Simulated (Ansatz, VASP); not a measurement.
**NaCl in VASP and in Ansatz**

```
Na Cl
1.0
     2.87894    0.00000    0.00000
     0.00000    2.87894    0.00000
     0.00000    0.00000    2.87894
Na Cl
1 1
Direct
  0.00000 0.00000 0.00000
  0.50000 0.50000 0.50000
```

Change from the starting cell: volume scaled by 1.02, crystal datasets.

Alike in both runs: task electric field gradients; functional PBEsol; k mesh 8 × 8 × 8; occupations fermi-dirac, width 0.02 eV; no spin polarisation.

|  | VASP | Ansatz |
| --- | --- | --- |
| version | VASP 6.6.1 | Ansatz 0.2.0 |
| potentials or method | VASP PAW PBE potentials, release 64 (Na_pv, Cl), cutoff 400 eV | all-electron PAW with datasets made for the crystal, scalar-relativistic |

```tsv
	VASP	Ansatz	Ansatz less VASP
gap on the k mesh at the Fermi level (eV)	4.28	4.23	-0.049
pressure (GPa)	55.0	54.8	-0.22
```

VASP's potentials were made for PBE, not for PBEsol. Both programs put the cell under a high pressure, so it lies far from rest at this level. Ansatz ran all-electron here, and VASP with PAW potentials.
